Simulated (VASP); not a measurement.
Wanted: the native input for a VASP 6.6.1 run.

```yaml
Task: density of states
Functional: PBEsol
Potentials_or_basis: VASP PAW PBE potentials, release 64 (Hf_pv, B)
Cutoff: 520 eV
k_mesh: 10 × 10 × 10
Occupations: fermi-dirac, width 0.05 eV
Spin: no spin polarisation
Dipole_correction: no
k_mesh_for_the_DOS: 15 × 15 × 15
Occupations_for_the_DOS: tetrahedron
Further_INCAR_settings: ALGO = Normal; EDIFF = 1e-06; NBANDS = 14
```

The system is HfB.

```
Hf B
1.0
     0.00000    2.31000    2.31000
     2.31000    0.00000    2.31000
     2.31000    2.31000    0.00000
Hf B
1 1
Direct
  0.50000 0.50000 0.50000
  0.00000 0.00000 0.00000
```

One way to write it, as run:

POSCAR

```
HfB
1.0
    0.0000000000      2.3100000000      2.3100000000
    2.3100000000      0.0000000000      2.3100000000
    2.3100000000      2.3100000000      0.0000000000
Hf B
1 1
Direct
    0.5000000000      0.5000000000      0.5000000000
    0.0000000000      0.0000000000      0.0000000000
```

INCAR.step1

```
SYSTEM = HfB
PREC = Accurate
ENCUT = 520
EDIFF = 1E-6
ISMEAR = -1
SIGMA = 0.05
LREAL = .False.
LASPH = .True.
NELM = 60
ALGO = Normal
ISIF = 2
LWAVE = .False.
LCHARG = .True.
LMAXMIX = 4
GGA = PS
NBANDS = 14
```

KPOINTS.step1

```
regular mesh
0
Gamma
  10 10 10
  0 0 0
```

INCAR.step2

```
SYSTEM = HfB
PREC = Accurate
ENCUT = 520
EDIFF = 1E-6
ISMEAR = -5
SIGMA = 0.05
LREAL = .False.
LASPH = .True.
NELM = 60
ALGO = Normal
ISIF = 2
LWAVE = .False.
LCHARG = .False.
LMAXMIX = 4
GGA = PS
LORBIT = 11
NBANDS = 14
NEDOS = 1001
ICHARG = 11
```

KPOINTS.step2

```
regular mesh
0
Gamma
  15 15 15
  0 0 0
```

Potentials or basis: VASP PAW PBE potentials, release 64 (Hf_pv, B).

Launch:

```console
$ cat potpaw_PBE.64/Hf_pv/POTCAR potpaw_PBE.64/B/POTCAR > POTCAR
$ cp INCAR.step1 INCAR
$ cp KPOINTS.step1 KPOINTS
$ mpirun -np 1 vasp_std > vasp.out
$ cp INCAR.step2 INCAR
$ cp KPOINTS.step2 KPOINTS
$ mpirun -np 1 vasp_std > vasp.out
```

It gave:

The valence electrons inside the program's atomic spheres are Hf 8.91; B 1.93.

Caveat: spin-orbit coupling is left out, which moves the levels of the heavy elements.

Run time: 15 s on 1 thread of Intel(R) Xeon(R) Platinum 8488C (Sapphire Rapids) (shared host), peak memory 0.17 GiB.
